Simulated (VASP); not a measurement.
# NiO (I4/mmm) in VASP: notebook, part 2 of 2

VASP 6.6.1.

## (3) Single point, r2SCAN, collinear spin, ferromagnetic start

POSCAR reads:

```
NiO
1.0
    2.0942984958      2.0942984958      0.0000000000
   -2.0942984958      2.0942984958      0.0000000000
    0.0000000000      0.0000000000      4.1048250518
Ni O
2 2
Direct
    0.0000000000      0.0000000000      0.0000000000
    0.5000000000      0.5000000000      0.5000000000
    0.5000000000      0.5000000000      0.0000000000
    0.0000000000      0.0000000000      0.5000000000
```

INCAR.step1 reads:

```
PREC = Accurate
ENCUT = 520
ISMEAR = 0
SIGMA = 0.02
LREAL = False
LASPH = True
NELM = 150
ISPIN = 2
MAGMOM = 1.83 1.83 0.32 0.32
LMAXMIX = 4
NBANDS = 28
GGA = PE
ALGO = Normal
EDIFF = 1E-4
LWAVE = True
LCHARG = False
```

INCAR.step2 reads:

```
PREC = Accurate
ENCUT = 520
EDIFF = 1E-6
ISMEAR = 0
SIGMA = 0.02
LREAL = False
LASPH = True
NELM = 150
ALGO = Normal
ISIF = 2
LWAVE = False
LCHARG = False
ISPIN = 2
MAGMOM = 1.83 1.83 0.32 0.32
LORBIT = 11
LMAXMIX = 4
METAGGA = R2SCAN
LMIXTAU = True
NBANDS = 28
ISTART = 1
```

KPOINTS reads:

```
regular mesh
0
Gamma
  10 10 8
```

Potentials or basis: VASP PAW PBE potentials, release 64 (Ni, O).

On the command line:

```
cat potpaw_PBE.64/Ni/POTCAR potpaw_PBE.64/O/POTCAR > POTCAR
cp INCAR.step1 INCAR
mpirun -np 1 vasp_std > vasp.out
cp INCAR.step2 INCAR
mpirun -np 1 vasp_std > vasp.out
```

Wall time 7.5 min (1 thread of Intel Xeon Platinum 8259CL at 2.50GHz (Skylake/Cascade Lake), shared host); peak memory 0.28 GiB.

The run converged. Its results:

```yaml
Free_energy: -40.2025 eV
Pressure: 4.8 GPa
Band_gap_on_the_k_mesh: 0.56 eV
Net_moment: 4.00 μB per cell
Site_moments: Ni +1.69; O +0.28 μB
Valence_electrons_inside_the_program's_atomic_spheres: Ni 8.95; O 5.06
```

Stress tensor (GPa, compression positive):
```
2.78 0.00 0.00
0.00 2.78 0.00
0.00 0.00 8.77
```

Levels at points of the mesh, in eV from the valence-band top:
Spin up:
| k point | band 16 | band 17 | band 18 | band 19 | band 20 | band 21 |
| --- | --- | --- | --- | --- | --- | --- |
| (0.00, 0.00, 0.00) | -2.94 | -2.27 | -2.27 | 2.16 | 6.78 | 11.82 |
| (0.50, 0.00, 0.00) | -1.93 | -0.37 | -0.37 | 7.75 | 7.75 | 11.65 |
| (0.50, 0.50, 0.00) | -2.31 | -2.26 | -2.26 | 6.80 | 6.80 | 11.53 |
| (0.00, 0.00, 0.50) | -1.92 | -1.92 | -1.92 | 6.18 | 6.18 | 13.98 |
| (0.50, 0.00, 0.50) | -0.15 | 0.00 | 0.00 | 6.27 | 6.27 | 10.96 |
| (0.50, 0.50, 0.50) | -2.31 | -1.79 | -1.79 | 9.37 | 9.37 | 11.45 |
Spin down:
```csv
k point,band 12,band 13,band 14,band 15,band 16,band 17
"(0.00, 0.00, 0.00)",-2.24,-1.31,-1.31,0.56,0.61,1.07
"(0.50, 0.00, 0.00)",-1.29,-1.02,-1.02,1.54,1.54,3.29
"(0.50, 0.50, 0.00)",-1.35,-1.29,-1.29,1.06,1.06,1.64
"(0.00, 0.00, 0.50)",-1.00,-1.00,-1.00,0.81,0.81,1.69
"(0.50, 0.00, 0.50)",-1.32,-0.99,-0.99,3.33,3.33,3.53
"(0.50, 0.50, 0.50)",-1.41,-1.35,-1.35,1.45,1.45,2.23
```

Caveat: the stress differs along the axes, from 3 to 9 GPa; the PAW data sets were made with another functional, which shifts forces and pressure a little.

## (4) Single point, r2SCAN, collinear spin, ferromagnetic start

This run uses another cell than the first one, of 9.74 Å³/atom.

POSCAR: that of step 3 with these lines changed.

```diff
@@ -4,3 +4,3 @@
    -2.0942984958      2.0942984958      0.0000000000
-    0.0000000000      0.0000000000      4.1048250518
+    0.0000000000      0.0000000000      4.4399128111
 Ni O
```

INCAR.step1 reads:

```
SYSTEM = NiO
  PREC = Accurate
  ENCUT = 520
  ISMEAR = 0
  SIGMA = 0.02
  LREAL = .FALSE.
  LASPH = .TRUE.
  NELM = 150
  ISPIN = 2
  MAGMOM = 1.84 1.84 0.31 0.31
  LMAXMIX = 4
  NBANDS = 28
  GGA = PE
  ALGO = Normal
  EDIFF = 1E-4
  LWAVE = .TRUE.
  LCHARG = .FALSE.
```

INCAR.step2 reads:

```
SYSTEM = NiO
  PREC = Accurate
  ENCUT = 520
  EDIFF = 1E-6
  ISMEAR = 0
  SIGMA = 0.02
  LREAL = .FALSE.
  LASPH = .TRUE.
  NELM = 150
  ALGO = Normal
  ISIF = 2
  LWAVE = .FALSE.
  LCHARG = .TRUE.
  ISPIN = 2
  MAGMOM = 1.84 1.84 0.31 0.31
  LORBIT = 11
  LMAXMIX = 4
  METAGGA = R2SCAN
  LMIXTAU = .TRUE.
  LELF = .TRUE.
  LVHAR = .TRUE.
  NBANDS = 28
  ISTART = 1
```

KPOINTS reads:

```
Automatic mesh
0
G
  10 10 8
  0 0 0
```

On the command line:

```
cat potpaw_PBE.64/Ni/POTCAR potpaw_PBE.64/O/POTCAR > POTCAR
cp INCAR.step1 INCAR
mpirun -np 1 vasp_std > vasp.out
cp INCAR.step2 INCAR
mpirun -np 1 vasp_std > vasp.out
```

Run time: 17 min. Hardware: 1 thread of Oxide Virtual Turin-like, shared host; peak memory 0.26 GiB.

Results (log left out):

| Quantity | Value |
| --- | --- |
| Free energy | -40.0973 eV |
| Pressure | -9.9 GPa |
| Band gap on the k mesh | 0.50 eV |
| Net moment | 4.00 μB per cell |
| Site moments | Ni +1.70; O +0.27 μB |
| Valence electrons inside the program's atomic spheres | Ni 8.83; O 5.01 |

Stress tensor (GPa, compression positive):
```
 -6.64   0.00   0.00
  0.00  -6.64   0.00
  0.00   0.00 -16.51
```

Levels at points of the mesh, in eV from the valence-band top:
Spin up:
```
           k point  band 14  band 15  band 16  band 17  band 18  band 19  band 20  band 21  band 22  band 23
(0.00, 0.00, 0.00)    -2.70    -2.70    -2.53    -2.32    -2.32     1.75     6.33    10.51    12.92    17.38
(0.50, 0.00, 0.00)    -1.97    -1.69    -1.69    -0.10    -0.10     7.47     7.47    10.85    10.85    11.35
(0.50, 0.50, 0.00)    -3.23    -2.36    -2.36    -2.21    -2.21     6.30     6.30    11.35    11.35    12.15
(0.00, 0.00, 0.50)    -2.39    -2.12    -2.12    -2.12    -2.12     5.24     5.24    12.54    12.54    14.23
(0.50, 0.00, 0.50)    -1.93    -0.41    -0.41     0.00     0.00     6.06     6.06    10.18    10.18    13.77
(0.50, 0.50, 0.50)    -2.55    -2.21    -2.21    -2.01    -2.01     8.31     8.31    11.33    11.33    11.33
```
Spin down:
```csv
k point,band 12,band 13,band 14,band 15,band 16,band 17
"(0.00, 0.00, 0.00)",-1.85,-1.35,-1.35,0.50,0.79,1.11
"(0.50, 0.00, 0.00)",-1.16,-0.79,-0.79,1.24,1.24,3.47
"(0.50, 0.50, 0.00)",-1.40,-1.24,-1.24,1.07,1.07,1.63
"(0.00, 0.00, 0.50)",-1.23,-1.23,-1.23,0.95,0.95,1.64
"(0.50, 0.00, 0.50)",-1.21,-0.99,-0.99,2.92,2.92,3.48
"(0.50, 0.50, 0.50)",-1.66,-1.24,-1.24,1.59,1.59,1.98
```

Caveat: the stress differs along the axes, from -17 to -7 GPa; the PAW data sets were made with another functional, which shifts forces and pressure a little. A k mesh can miss the band edges.
